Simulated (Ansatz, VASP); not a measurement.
# Mo: VASP beside Ansatz

```xyz
4
Lattice="3.1805 0.0000 0.0000 0.0000 3.1805 0.0000 0.0000 0.0000 25.6527" Properties=species:S:1:pos:R:3 pbc="T T T"
Mo    1.5903    1.5903   14.7648
Mo    0.0000    0.0000   16.1394
Mo    1.5903    1.5903   17.8349
Mo    0.0000    0.0000   19.1419
```

Alike in both runs: task single point; functional PBE; dispersion D3(BJ); k mesh 10 × 10 × 1; occupations methfessel-paxton of order 1, width 0.1 eV; no spin polarisation.

```csv
,VASP,Ansatz
version,VASP 6.6.1,Ansatz 0.2.0
potentials or method,"VASP PAW PBE potentials, release 64 (Mo_sv), cutoff 400 eV","scalar-relativistic, plane waves, PAW"
valence electrons in the cell,56,56
```

```tsv
	VASP	Ansatz	Ansatz less VASP
gap on the k mesh at the Fermi level (eV)	none	none	-
rms of the force components (eV/Å)	0.244	0.251	+0.0075
```

Atom by atom the forces differ by 0.018 eV/Å (rms over components). A gap of «none» marks a metal or a gap that the smearing closes. Ansatz's warnings: xc potential rough in thin density.
